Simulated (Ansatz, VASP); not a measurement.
Two plane-wave programs on LuBe

```
Lu Be
1.0
     3.32037    0.00000    0.00000
     0.00000    3.32037    0.00000
     0.00000    0.00000    3.32037
Lu Be
1 1
Direct
  0.00000 0.00000 0.00000
  0.50000 0.50000 0.50000
```

Alike in both runs: task relaxation of cell and atoms; functional LDA; k mesh 8 × 8 × 8; occupations fermi-dirac, width 0.05 eV; no spin polarisation.

```csv
,VASP,Ansatz
version,VASP 6.6.1,Ansatz 0.2.0
potentials or method,"VASP PAW PBE potentials, release 64 (Lu, Be)",Ansatz PAW
plane-wave cutoff (eV),600,420
valence electrons in the cell,27,27
```

|  | VASP | Ansatz | Ansatz less VASP |
| --- | --- | --- | --- |
| gap on the k mesh at the Fermi level, each at its own relaxed structure (eV) | none | none | - |
| relaxed volume (Å³/atom) | 17.03 | 16.90 | -0.128 |
| relaxed cell length with the largest relative difference (Å) | 3.241 | 3.233 | -0.0081 |

VASP's potentials were made for PBE, not for LDA. LDA's correlation is that of Perdew and Zunger in VASP and of Perdew and Wang (1992) in Ansatz. A gap of «none» marks a metal or a gap that the smearing closes.

Neither program's run includes spin-orbit coupling. Noted on Ansatz's run: the plane-wave basis is chosen anew once the cell has moved, so the energies of steps on either side of that aren't comparable.
